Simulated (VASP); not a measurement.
Wanted: the native input for a VASP 6.6.1 run.

```
Task                   : relaxation of cell and atoms
Functional             : PBE
Potentials or basis    : VASP PAW PBE potentials, release 64 (In_d, Cu, O)
Cutoff                 : 600 eV
k mesh                 : 16 × 16 × 10
Occupations            : gaussian, width 0.1 eV
Spin                   : no spin polarisation
Dipole correction      : no
Further INCAR settings : ALGO = Normal; EDIFF = 1e-06; IBRION = 2; EDIFFG = -0.01; NSW = 100; ISIF = 3
```

The structure of InCuO lies in POSCAR:

```
InCuO
1.0
    2.9362760922      0.0000000000      0.0000000000
    0.0000000000      2.9362760922      0.0000000000
    0.0000000000      0.0000000000      5.3766158502
In Cu O
1 1 1
Direct
    0.0000000000      0.0000000000      0.0000000000
    0.5000000000      0.5000000000      0.5000000000
    0.0000000000      0.0000000000      0.5000000000
```

The cell was built from a structure type or drawn by symmetry, and may not be a known phase.

The input as run:

INCAR

```
SYSTEM = InCuO
  ALGO = Normal
  EDIFF = 1E-6
  EDIFFG = -0.01
  ENCUT = 600
  GGA = PE
  IBRION = 2
  ISIF = 3
  ISMEAR = 0
  LASPH = .TRUE.
  LCHARG = .FALSE.
  LREAL = .FALSE.
  LWAVE = .FALSE.
  NELM = 60
  NSW = 100
  PREC = Accurate
  SIGMA = 0.1
```

KPOINTS

```
k-points
0
G
  16 16 10
  0 0 0
```

Potentials or basis: VASP PAW PBE potentials, release 64 (In_d, Cu, O).

Run with:

```sh
$ cat potpaw_PBE.64/In_d/POTCAR potpaw_PBE.64/Cu/POTCAR potpaw_PBE.64/O/POTCAR > POTCAR
$ mpirun -np 1 vasp_std > vasp.out
```

It gave:

```yaml
Relaxed_volume: 15.33 Å³/atom
Relaxed_cell: a = 2.960 Å, b = 2.960 Å, c = 5.251 Å, α = 90.00°, β = 90.00°, γ = 90.00°
Space_group_after_relaxing_to_0.1_Å: P4/mmm (No. 123)
Energy_gained_by_relaxing: 2.0 meV/atom
Ionic_steps: 6
Pressure_after_relaxing: 0.0 GPa
Band_gap_on_the_k_mesh: zero (bands 15 and 16 overlap by 1.45 eV)
```

Caveat: spin-orbit coupling is left out, which moves the levels of the heavy elements.

Run time: 14 min on 1 thread of AMD EPYC 7R43 64-Core Processor (Zen 3), with other jobs on the host, peak memory 0.42 GiB.
